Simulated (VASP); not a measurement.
Input of a VASP 6.6.1 run:

The input POSCAR:

```
Cd3O
1.0
    5.4737182877      0.0000000000      0.0000000000
    0.0000000000      5.4737182877      0.0000000000
    0.0000000000      0.0000000000      5.4737182877
Cd O
6 2
Direct
    0.0000000000      0.5000000000      0.2500000000
    0.0000000000      0.5000000000      0.7500000000
    0.2500000000      0.0000000000      0.5000000000
    0.7500000000      0.0000000000      0.5000000000
    0.5000000000      0.7500000000      0.0000000000
    0.5000000000      0.2500000000      0.0000000000
    0.0000000000      0.0000000000      0.0000000000
    0.5000000000      0.5000000000      0.5000000000
```

Contents of INCAR.step1:

```
SYSTEM = Cd3O
PREC = Accurate
ENCUT = 660
ISMEAR = 0
SIGMA = 0.1
LREAL = .FALSE.
LASPH = .TRUE.
NELM = 120
NBANDS = 52
GGA = PE
ALGO = Normal
EDIFF = 1E-5
LWAVE = .TRUE.
LCHARG = .FALSE.
GGA_COMPAT = .FALSE.
```

Contents of INCAR.step2:

```
SYSTEM = Cd3O
PREC = Accurate
ENCUT = 660
EDIFF = 1E-6
ISMEAR = 0
SIGMA = 0.1
LREAL = .FALSE.
LASPH = .TRUE.
NELM = 120
ALGO = Normal
ISIF = 2
LWAVE = .FALSE.
LCHARG = .FALSE.
METAGGA = R2SCAN
LMIXTAU = .TRUE.
NBANDS = 52
ISTART = 1
GGA_COMPAT = .FALSE.
```

File KPOINTS:

```
Automatic mesh
0
G
  4 4 4
  0 0 0
```

Potentials or basis: VASP PAW PBE potentials, release 64 (Cd, O).

Launch:

```console
$ cat potpaw_PBE.64/Cd/POTCAR potpaw_PBE.64/O/POTCAR > POTCAR
$ cp INCAR.step1 INCAR
$ mpirun -np 1 vasp_std > vasp.out
$ cp INCAR.step2 INCAR
$ mpirun -np 1 vasp_std > vasp.out
```

(1) What does it give for the pressure?

(2) Estimate the band gap on the k mesh.

## Answers

(1) -6.3 GPa.

(2) zero (bands 42 and 43 overlap by 1.78 eV).

Caveat: the cell stands under tension; the PAW data sets were made with another functional, which shifts forces and pressure a little.
